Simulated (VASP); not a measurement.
# CdTe in VASP: one cell, several levels of theory

Aim: gap, levels, forces and stress of zincblende CdTe, under +3.0 % equal strain in all directions at fixed geometry. Runs: PBE, r2SCAN. The results are then set beside those of Ansatz 0.2.0 for the same cell.

The runs shown are made with VASP 6.6.1. PAW datasets, plane waves. No spin polarisation and no zero-point or thermal motion.

## Step 1: The structure to begin with

The cell comes from an earlier relaxation with r2SCAN in another program.

It is cubic, F-43m (No. 216); a = 6.757 Å in the conventional setting, 38.56 Å³ an atom. Around Cd lie 4 Te at 2.93 Å; around Te lie 4 Cd at 2.93 Å.

As a file:

```xyz
2
Lattice="0.0000 3.3784 3.3784 3.3784 0.0000 3.3784 3.3784 3.3784 0.0000" Properties=species:S:1:pos:R:3 pbc="T T T"
Cd    0.0000    0.0000    0.0000
Te    1.6892    1.6892    1.6892
```

## Step 2: Single point with PBE

Input file INCAR:

```
ENCUT = 520.000000
SIGMA = 0.020000
EDIFF = 1.00e-07
GGA = PE
PREC = Accurate
IBRION = -1
ISIF = 2
ISMEAR = -1
NBANDS = 16
NELM = 120
NSW = 0
LASPH = .TRUE.
LCHARG = .FALSE.
LWAVE = .FALSE.
LREAL = .FALSE.
```

Input file KPOINTS:

```
KPOINTS created by Atomic Simulation Environment
0
Gamma
6 6 6
0 0 0
```

Input file KPOINTS_OPT:

```
special points
6
Reciprocal
0.0000000000 0.0000000000 0.0000000000 1
-0.5000000000 -0.5000000000 0.0000000000 1
-0.3750000000 -0.3750000000 0.2500000000 1
-0.3750000000 0.0000000000 0.3750000000 1
0.0000000000 0.0000000000 0.5000000000 1
-0.5000000000 -0.2500000000 0.2500000000 1
```

Input file POSCAR:

```
Cd Te
 1.0000000000000000
     0.0000000000000000    3.3783537696999999    3.3783537696999999
     3.3783537696999999    0.0000000000000000    3.3783537696999999
     3.3783537696999999    3.3783537696999999    0.0000000000000000
 Cd  Te
   1   1
Cartesian
  0.0000000000000000  0.0000000000000000  0.0000000000000000
  1.6891768848500004  1.6891768848500004  1.6891768848500004
```

Potentials: the recommended PBE PAW datasets, 18 valence electrons in the neutral cell.

Launch:

```sh
$ mpirun -np 1 vasp_std
```

## Step 3: r2SCAN

Input file INCAR:

```
ENCUT = 520.000000
SIGMA = 0.010000
EDIFF = 1.00e-07
ALGO = Normal
METAGGA = R2SCAN
PREC = Accurate
IBRION = -1
ISIF = 2
ISMEAR = 0
NBANDS = 16
NELM = 120
NSW = 0
LASPH = .TRUE.
LCHARG = .TRUE.
LELF = .TRUE.
LWAVE = .FALSE.
LREAL = .FALSE.
```

KPOINTS is that of step 2.

KPOINTS_OPT is that of step 2.

POSCAR is that of step 2.

Q: Predict the outcome of this session. Wanted: for each run, gap; pressure; Ansatz: gap; Ansatz: pressure.

As calculated:

```
 level  gap (eV)  pressure (GPa)  Ansatz: gap (eV)  Ansatz: pressure (GPa)
   PBE      0.40           -1.79              0.41                   -1.87
r2SCAN      0.87           -2.86              0.88                   -2.93
```

The gap spans 0.40 eV (PBE) to 0.87 eV (r2SCAN). Spin-orbit coupling is left out, though the cell holds Te (Z = 52); in an element this heavy it can shift bands and gaps by tenths of an eV. At this one volume the pressure spans -2.9 GPa (r2SCAN) to -1.8 GPa (PBE): PBE wants the largest cell and r2SCAN the smallest. The two programs agree on the gap within 0.02 eV, far less than the spread between functionals. Datasets and cutoffs are each program's own. VASP's cell holds 18 valence electrons and Ansatz's 36.

**Sources of the measured values.**

**Q: What is the structure, and how large is the cell?**

A: The phase is cubic zinc blende, space group $F\bar{4}3m$, and the compiled cell edge at room temperature is $a = 6.4805 \pm 0.0004$ Å [1]. A static, zero-kelvin cell should be smaller by several thousandths of an ångström, because thermal expansion and zero-point motion both enlarge the measured one; that is well beyond the quoted uncertainty. In a nanocrystalline quantum-dot film on ZMO/CdS, annealed at low temperature, electron microscopy gives a (111) spacing of about $0.369$ nm [13]. This is a little over 1% below the spacing implied by the bulk cell, and is a doubtful guide to the ideal crystal.

**Q: What are the band gap and the nearby optical energies?**

A: The compiled gap is $1.606$ eV at 2 K [3], and the free-exciton binding energy is $10$ meV [6]. An exciton line therefore lies below the gap by that amount. Spin-orbit splitting raises the valence-band top, so a calculation without it should give a gap larger by about $0.3$ eV, other things being equal. Zero-point motion lowers the measured gap further. The $E_1$ transition is put at $3.44$ eV at 77 K and $3.28$ eV at room temperature [5], a fall of $0.16$ eV on warming.

**Q: What are the zone-centre phonons and the dielectric constants?**

A: Compiled room-temperature Raman values are $140$ cm$^{-1}$ for the TO mode and $169$ cm$^{-1}$ for the LO mode [2]. A second compilation has $140$ and $170$ cm$^{-1}$ [5], and infrared reflectivity also gives $140$ cm$^{-1}$ for TO [10]. The static relative permittivity is $10.2$ [4] and the high-frequency constant $7.2$ [7], both at room temperature. With the TO and LO frequencies above, they satisfy the Lyddane–Sachs–Teller relation to within a few per cent. Like the other figures from reference works, these suit a general comparison better than a fine test.

**Q: How stiff is the crystal, and how do its bands respond to shear?**

A: The compiled elastic constants are $C_{11} = 53.3$, $C_{12} = 36.5$ and $C_{44} = 20.4$ GPa [9]. The first two imply a bulk modulus of about $42$ GPa, as also tabulated [8]. For the valence-band shear deformation potential $b$, one paper quotes two earlier experimental results, $-1.05 \pm 0.01$ eV and $1.24$ eV, the second printed without a minus sign [12]. Their magnitudes differ by roughly $0.2$ eV. The same paper describes its own result as close to the first [12].

**Q: What happens under pressure?**

A: In a Bridgman-grown n-type single crystal compressed at room temperature, resistivity, carrier density and mobility change abruptly at about $4$ GPa [11]. The authors assign this to the transition to the rock-salt phase and find it in agreement with X-ray diffraction [11]. An onset seen on compression can lie above the equilibrium pressure that calculated enthalpies give.

Sources

[1] a printed reference work, on crystal structures and unit cells of minerals
[2] a printed reference work, on zone-centre phonons in semiconductors and insulators
[3] a printed reference work, on properties of compound semiconductors and elemental semiconductors
[4] a printed reference work, on semiconductor lattice properties for microwave transistors
[5] a printed reference work, on Raman scattering in narrow gap semiconductors
[6] a printed reference work, on luminescence-related properties of II-VI compound semiconductors
[7] a printed reference work, on mercury cadmium telluride alloy properties for infrared detectors
[8] a printed reference work, on semiconductor families for infrared photodetectors
[9] a printed reference work, on elastic constants of cubic semiconductor crystals
[10] a printed reference work, on infrared lattice optical properties of polar semiconductors
[11] "Hall-effect and resistivity measurements in CdTe and ZnTe at high pressure: Electronic structure of impurities in the zincblende phase and the semi-metallic or metallic character of the high-pressure phases" (2010, arXiv:1009.4304)
[12] "Angle-resolved optically detected magnetic resonance as a tool for strain determination in nanostructures" (2021, arXiv:2106.06451)
[13] "Study on the Aqueous CdTe Quantum Dots Solar Device Deposited by Blade Coating on Magnesium Zinc Oxide Window Layer" (2022, doi:10.3390/nano12091523)

VASP's potentials hold 18 valence electrons a cell and Ansatz's 36, so a difference between the two programs can come from the potentials and not from the codes.
